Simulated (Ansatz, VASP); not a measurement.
**B in VASP and in Ansatz**

```
B
1.0
     2.40670    1.28515    2.66608
    -2.43738    1.30980    2.68102
     0.00600   -2.73035    2.74453
B
8
Cartesian
  0.1192 0.1945 2.0418
  0.0208 -1.4208 3.5393
  -1.3308 0.7326 3.2685
  -1.3488 -0.9462 4.6348
  1.4763 0.6009 3.2208
  1.0317 -0.7321 4.8565
  -0.0181 1.2842 4.6738
  -0.0491 -0.2547 6.1312
```

Change from the starting cell: trigonal selenium type (P3_121, No. 152); cell x8, atoms moved at random (sigma 0.15 Å) and cell strained at random (1.5 %), then relaxed without symmetry.

Alike in both runs: task relaxation of cell and atoms; functional PBEsol; k mesh 6 × 6 × 6; occupations gaussian, width 0.1 eV; no spin polarisation.

|  | VASP | Ansatz |
| --- | --- | --- |
| version | VASP 6.6.1 | Ansatz 0.2.0 |
| potentials or method | VASP PAW PBE potentials, release 64 (B), cutoff 600 eV | scalar-relativistic, plane waves, PAW |
| valence electrons in the cell | 24 | 24 |

|  | VASP | Ansatz | Ansatz less VASP |
| --- | --- | --- | --- |
| gap on the k mesh at the Fermi level, each at its own relaxed structure (eV) | none | none | - |
| relaxed volume (Å³/atom) | 6.64 | 7.27 | +0.630 |
| relaxed cell length with the largest relative difference (Å) | 3.693 | 4.287 | +0.5943 |

VASP's potentials were made for PBE, not for PBEsol. A gap of «none» marks a metal or a gap that the smearing closes. One of these differences is far larger than is usual between the two programs; its cause wasn't traced.
